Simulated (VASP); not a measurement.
# Mg (Im-3m) in VASP: a series of runs

Runs on Mg. Level: PBE. Tasks: single point, relaxation of cell and atoms.

Everything below comes from runs of VASP 6.6.1. Logs are shortened: lines on timing, memory, paths and dates and some standing lists are left out, and cuts for length are marked.

## (1) The cell of the first run

Symmetry: Im-3m, No. 229, cubic system. Conventional cell: a = 3.286 Å, b = 3.286 Å, c = 3.286 Å, α = 90.00°, β = 90.00°, γ = 90.00°. Within 3.7 Å of Mg (site symmetry m-3m) lie 14 Mg at 2.85 to 3.29 Å.

This isn't the form of Mg at room conditions, which is hcp.

## (2) Single point, PBE

Contents of INCAR:

```
SYSTEM = Mg
PREC = Accurate
ENCUT = 520
EDIFF = 1E-7
ISMEAR = -1
SIGMA = 0.1
LREAL = .FALSE.
LASPH = .TRUE.
NELM = 60
ALGO = Normal
ISIF = 2
LWAVE = .FALSE.
LCHARG = .FALSE.
GGA = PE
NBANDS = 7
```

Contents of KPOINTS:

```
regular mesh
0
G
  16 16 16
  0 0 0
```

Contents of POSCAR:

```
Mg
1.0
   -1.6431413672      1.6431413672      1.6431413672
    1.6431413672     -1.6431413672      1.6431413672
    1.6431413672      1.6431413672     -1.6431413672
Mg
1
Direct
    0.0000000000      0.0000000000      0.0000000000
```

Potentials or basis: VASP PAW PBE potentials, release 64 (Mg).

Launch:

```console
$ cat potpaw_PBE.64/Mg/POTCAR > POTCAR
$ mpirun -np 1 vasp_std > vasp.out
```

OUTCAR:

```text
SYSTEM = Mg
   PREC = Accurate
   ENCUT = 520
   EDIFF = 1E-7
   ISMEAR = -1
   LREAL = .FALSE.
   LASPH = .TRUE.
   NELM = 60
   ISIF = 2
   GGA = PE

 ion  position               nearest neighbor table
   1  0.000  0.000  0.000-

  LATTYP: Found a body centered cubic cell.
 ALAT       =     3.2862827344

  Lattice vectors:

 A1 = (  -1.6431413672,   1.6431413672,   1.6431413672)
 A2 = (   1.6431413672,  -1.6431413672,   1.6431413672)
 A3 = (   1.6431413672,   1.6431413672,  -1.6431413672)

Analysis of symmetry for initial positions (statically):
=====================================================================
 Subroutine PRICEL returns:
 Original cell was already a primitive cell.

 Routine SETGRP: Setting up the symmetry group for a
 body centered cubic supercell.

 Subroutine GETGRP returns: Found 48 space group operations
 (whereof 48 operations were pure point group operations)
 out of a pool of 48 trial point group operations.

The static configuration has the point symmetry O_h .

Analysis of symmetry for dynamics (positions and initial velocities):
=====================================================================
 Subroutine PRICEL returns:
 Original cell was already a primitive cell.

 Routine SETGRP: Setting up the symmetry group for a
 body centered cubic supercell.

 Subroutine GETGRP returns: Found 48 space group operations
 (whereof 48 operations were pure point group operations)
 out of a pool of 48 trial point group operations.

The dynamic configuration has the point symmetry O_h .

 Subroutine INISYM returns: Found 48 space group operations
 (whereof 48 operations are pure point group operations),
 and found     1 'primitive' translations

----------------------------------------------------------------------------------------

                                     Primitive cell

  volume of cell :      17.7454

  direct lattice vectors                    reciprocal lattice vectors
    -1.643141367  1.643141367  1.643141367     0.000000000  0.304295181  0.304295181
     1.643141367 -1.643141367  1.643141367     0.304295181  0.000000000  0.304295181
     1.643141367  1.643141367 -1.643141367     0.304295181  0.304295181  0.000000000

  length of vectors
     2.846004332  2.846004332  2.846004332     0.430338372  0.430338372  0.430338372

  position of ions in fractional coordinates (direct lattice)
     0.000000000  0.000000000  0.000000000

  ion indices of the primitive-cell ions
   primitive index   ion index
                 1           1

----------------------------------------------------------------------------------------

 KPOINTS: regular mesh

Automatic generation of k-mesh.
 Grid dimensions read from file:
 generate k-points for:   16   16   16

 Generating k-lattice:

  Cartesian coordinates                     Fractional coordinates (reciprocal lattice)
     0.000000000  0.019018449  0.019018449     0.062500000  0.000000000  0.000000000
     0.019018449  0.000000000  0.019018449     0.000000000  0.062500000  0.000000000
     0.019018449  0.019018449  0.000000000     0.000000000  0.000000000  0.062500000

  Length of vectors
     0.026896148  0.026896148  0.026896148

  Shift w.r.t. Gamma in fractional coordinates (k-lattice)
     0.000000000  0.000000000  0.000000000

 Subroutine IBZKPT returns following result:
 ===========================================

 Found    145 irreducible k-points:

 Following reciprocal coordinates:
            Coordinates               Weight
  0.000000  0.000000  0.000000      1.000000
  0.062500  0.000000  0.000000     12.000000
  0.125000  0.000000  0.000000     12.000000
  0.187500  0.000000  0.000000     12.000000
  0.250000  0.000000  0.000000     12.000000
  0.312500  0.000000  0.000000     12.000000
[... 16 lines left out ...]
  0.187500  0.187500  0.000000     24.000000
  0.250000  0.187500  0.000000     48.000000
 [... further k-points ...]
   k-points           NKPTS =    145   k-points in BZ     NKDIM =    145   number of bands    NBANDS=      7
   number of dos      NEDOS =    301   number of ions     NIONS =      1
   total plane-waves  NPLWV =  13824
   dimension x,y,z NGX =    24 NGY =   24 NGZ =   24
   dimension x,y,z NGXF=    48 NGYF=   48 NGZF=   48
   ions per type =               1
   NGX,Y,Z   is equivalent  to a cutoff of  14.02, 14.02, 14.02 a.u.
   NGXF,Y,Z  is equivalent  to a cutoff of  28.04, 28.04, 28.04 a.u.
 SYSTEM =  Mg
   PREC   = accura    normal or accurate (medium, high low for compatibility)
   ISTART =      0    job   : 0-new  1-cont  2-samecut
   ICHARG =      2    charge: 1-file 2-atom 10-const
   ISPIN  =      1    spin polarized calculation?
   LNONCOLLINEAR =      F non collinear calculations
   LSORBIT =      F    spin-orbit coupling
   LASPH  =      T    aspherical Exc in radial PAW
   ENCUT  =  520.0 eV  38.22 Ry    6.18 a.u.   5.29  5.29  5.29*2*pi/ulx,y,z
   NELM   =     60;   NELMIN=  2; NELMDL= -5     # of ELM steps
   EDIFF  = 0.1E-06   stopping-criterion for ELM
   LREAL  =      F    real-space projection
   EDIFFG = 0.1E-05   stopping-criterion for IOM
   NSW    =      0    number of steps for IOM
   IBRION =     -1    ionic relax: 0-MD 1-quasi-New 2-CG
   NFREE  =      0    steps in history (QN), initial steepest desc. (CG)
   ISIF   =      2    stress and relaxation
   ISYM   =      2    0-nonsym 1-usesym 2-fastsym
   POTIM  = 0.5000    time-step for ionic-motion
   TEBEG  =    0.0;   TEEND  =   0.0 temperature during run
   PSTRESS=    0.0 pullay stress
   NELECT =       2.0000    total number of electrons
   NUPDOWN=      -1.0000    fix difference up-down
   EMIN   =  10.00;   EMAX   =-10.00  energy-range for DOS
   EFERMI =   0.00;   METHOD = LEGACY
   ISMEAR =    -1;   SIGMA  =   0.10  broadening in eV -4-tet -1-fermi 0-gaus
   EFERMI_NEDOS =   21; number of points for ismear=-14 and -15
   IALGO  =     38    algorithm
   IMIX   =      4    mixing-type and parameters
     AMIX     =   0.40;   BMIX     =  1.00
     AMIX_MAG =   1.60;   BMIX_MAG =  1.00
  volume/ion in A,a.u.               =      17.75       119.75
  Fermi-wavevector in a.u.,A,eV,Ry     =   0.790782  1.494361  8.508207  0.625336
  Thomas-Fermi vector in A             =   1.896191
   LORBIT       =      0    0 simple, 1 ext, 2 COOP (PROOUT), +10 PAW based schemes
   GGA     = PE    functional components
   LHFCALC =     F    Hartree Fock is set to
   AEXX    =    0.0000 exact exchange contribution
   IVDW    =     0    specifies the selected vdW correction
   LEPSILON=     F    determine dielectric tensor
   LRPA    =     F    only Hartree local field effects (RPA)
 non-spin polarized calculation
  energy-cutoff  :      520.00
  volume of cell :       17.75
 maximum number of plane-waves:       490
 NGX is ok and might be reduce to    24
   NGX = 11   NGY = 11   NGZ = 11

 number of electron       2.0000000 magnetization

 Free energy of the ion-electron system (eV)
  ---------------------------------------------------
  ext. energy  EPLUGINS =         0.00000000
  ---------------------------------------------------
  free energy    TOTEN  =        -1.29119175 eV

  energy without entropy =       -1.27900192  energy(sigma->0) =       -1.28509683

 E-fermi :   4.1681     XC(G=0):  -9.3298

 val. band max:        4.1290065246   @ k =   0.3750   0.1875   0.0625
 cond. band min:       4.1928632877   @ k =   0.5000   0.5000   0.1875
 fundamental gap:      0.0638567631
 Fermi energy:         4.1680966863

 k-point     1 :       0.0000    0.0000    0.0000
  band No.  band energies     occupation
      1      -3.9806      2.00000
      2      19.0194      0.00000
      3      19.0194      0.00000
      4      19.0194      0.00000
      5      21.3191      0.00000
      6      21.3191      0.00000
      7      22.7519      0.00000

 k-point     2 :       0.0625    0.0000    0.0000
  band No.  band energies     occupation
      1      -3.8713      2.00000
      2      17.8771      0.00000
      3      18.4417      0.00000
      4      18.7232      0.00000
      5      20.4498      0.00000
      6      20.5035      0.00000
      7      23.0558      0.00000

 k-point     3 :       0.1250    0.0000    0.0000
  band No.  band energies     occupation
      1      -3.5442      2.00000
      2      15.4946      0.00000
      3      17.3679      0.00000
      4      18.0897      0.00000
      5      19.3880      0.00000
      6      20.0960      0.00000
      7      23.0894      0.00000

 k-point     4 :       0.1875    0.0000    0.0000
  band No.  band energies     occupation
      1      -3.0022      2.00000
      2      13.0242      0.00000
      3      16.3129      0.00000
      4      17.4157      0.00000
      5      18.4075      0.00000
      6      19.7403      0.00000
      7      23.3537      0.00000

 k-point     5 :       0.2500    0.0000    0.0000
  band No.  band energies     occupation
      1      -2.2503      2.00000
      2      10.6662      0.00000
      3      15.4067      0.00000
      4      16.8197      0.00000
      5      17.6012      0.00000
      6      19.2757      0.00000
      7      23.9482      0.00000

 k-point     6 :       0.3125    0.0000    0.0000
  band No.  band energies     occupation
      1      -1.2953      2.00000
      2       8.4590      0.00000
      3      14.6867      0.00000
      4      16.3422      0.00000
      5      16.9752      0.00000
      6      18.7942      0.00000
      7      24.6879      0.00000

 k-point     7 :       0.3750    0.0000    0.0000
  band No.  band energies     occupation
      1      -0.1474      2.00000
      2       6.4181      0.00000
      3      14.1669      0.00000
      4      15.9971      0.00000
      5      16.5296      0.00000
      6      18.3911      0.00000
      7      25.3480      0.00000
[... 121 lines left out ...]
 k-point    20 :       0.3125    0.1250    0.0000
  band No.  band energies     occupation
      1       0.1620      2.00000
      2       6.6771      0.00000
      3      11.4329      0.00000
      4      15.1527      0.00000
      5      18.0268      0.00000
      6      21.1710      0.00000
      7      23.3878      0.00000

 k-point    21 :       0.3750    0.1250    0.0000
  band No.  band energies     occupation
      1       1.4697      2.00000
      2       4.8500      0.00218
      3      11.1302      0.00000
      4      14.8920      0.00000
      5      17.7783      0.00000
      6      21.0789      0.00000
      7      24.1190      0.00000

 k-point    22 :       0.4375    0.1250    0.0000
  band No.  band energies     occupation
      1       2.5715      2.00000
      2       3.5746      1.99472
      3      11.0296      0.00000
      4      14.8043      0.00000
      5      17.6935      0.00000
      6      21.0325      0.00000
      7      24.5652      0.00000

 k-point    23 :       0.1875    0.1875    0.0000
  band No.  band energies     occupation
      1      -1.0849      2.00000
      2       9.5759      0.00000
      3      10.9242      0.00000
      4      15.4878      0.00000
      5      19.1346      0.00000
      6      20.9245      0.00000
      7      24.4447      0.00000

 k-point    24 :       0.2500    0.1875    0.0000
  band No.  band energies     occupation
      1      -0.0435      2.00000
      2       7.8673      0.00000
      3       9.9682      0.00000
      4      14.9600      0.00000
      5      19.0879      0.00000
      6      21.3358      0.00000
      7      24.2351      0.00000

 [... further k-points ...]

------------------------ aborting loop because EDIFF is reached ----------------------------------------

  FORCE on cell =-STRESS in cart. coord.  units (eV):
  Direction    XX          YY          ZZ          XY          YZ          ZX
  --------------------------------------------------------------------------------------
  -------------------------------------------------------------------------------------
  Total        1.6552369      1.6552369      1.6552369      0.0000000     -0.0000000      0.0000000
  in kB      149.4465750    149.4465750    149.4465750      0.0000000     -0.0000000      0.0000000
  external PRESSURE =     149.4465750 kB  Pullay stress =       0.0000000 kB

 VOLUME and BASIS-vectors are now :
 -----------------------------------------------------------------------------
  energy-cutoff  :      520.00
  volume of cell :       17.75
      direct lattice vectors                 reciprocal lattice vectors
    -1.643141367  1.643141367  1.643141367     0.000000000  0.304295181  0.304295181
     1.643141367 -1.643141367  1.643141367     0.304295181  0.000000000  0.304295181
     1.643141367  1.643141367 -1.643141367     0.304295181  0.304295181  0.000000000

 POSITION                                       TOTAL-FORCE (eV/Angst)
 -----------------------------------------------------------------------------------
      0.00000      0.00000      0.00000         0.000000      0.000000      0.000000
 -----------------------------------------------------------------------------------
    total drift:                                0.000000      0.000000      0.000000

  FREE ENERGIE OF THE ION-ELECTRON SYSTEM (eV)
  ---------------------------------------------------
  free  energy   TOTEN  =        -1.2911917471 eV

  energy  without entropy=       -1.2790019187  energy(sigma->0) =       -1.28509683
```

It took 18 s on 1 thread of Intel Xeon 8259CL, shared host; peak memory 0.15 GiB.

What came out:

- Free energy: -1.2912 eV
- Pressure: 14.9 GPa
- Band gap on the k mesh: zero (bands 1 and 2 overlap by 4.92 eV)

Levels at points of the mesh, in eV from the Fermi level:
| k point | band 1 | band 2 | band 3 | band 4 | band 5 | band 6 |
| --- | --- | --- | --- | --- | --- | --- |
| (0.00, 0.00, 0.00) | -8.15 | 14.85 | 14.85 | 14.85 | 17.15 | 17.15 |
| (0.50, 0.00, 0.00) | -1.88 | -0.89 | 9.58 | 11.55 | 12.01 | 13.87 |
| (0.50, 0.50, 0.50) | 4.03 | 4.03 | 4.71 | 4.71 | 4.71 | 10.60 |

Caveat: the cell stands under pressure.

## (3) Single point, PBE

Contents of INCAR:

```
ALGO = Normal
EDIFF = 1E-6
ENCUT = 520
GGA = PE
ISIF = 2
ISMEAR = -1
LASPH = True
LCHARG = True
LELF = True
LREAL = False
LVHAR = True
LWAVE = False
NBANDS = 7
NELM = 80
PREC = Accurate
SIGMA = 0.1
```

Contents of KPOINTS:

```
k-points
0
Gamma
  16 16 16
```

Contents of POSCAR:

```
Mg
1.0
   -1.6427844032      1.6427844032      1.6427844032
    1.6427844032     -1.6427844032      1.6427844032
    1.6427844032      1.6427844032     -1.6427844032
Mg
1
Direct
    0.0000000000      0.0000000000      0.0000000000
```

Potentials or basis: VASP PAW PBE potentials, release 64 (Mg).

Launch:

```console
$ cat potpaw_PBE.64/Mg/POTCAR > POTCAR
$ mpirun -np 1 vasp_std > vasp.out
```

Wall time 12 s (1 thread of Intel Xeon 8259CL, shared host); peak memory 0.15 GiB.

It converged, with:

```
Free energy            : -1.2901 eV
Pressure               : 15.0 GPa
Band gap on the k mesh : zero (bands 1 and 2 overlap by 4.92 eV)
```

Levels at points of the mesh, in eV from the Fermi level:
| k point | band 1 | band 2 | band 3 | band 4 |
| --- | --- | --- | --- | --- |
| (0.00, 0.00, 0.00) | -8.15 | 14.86 | 14.86 | 14.86 |
| (0.50, 0.00, 0.00) | -1.88 | -0.89 | 9.58 | 11.56 |
| (0.50, 0.50, 0.50) | 4.03 | 4.03 | 4.72 | 4.72 |

Caveat: the cell stands under pressure.

(Part 1 of 2 ends here.)
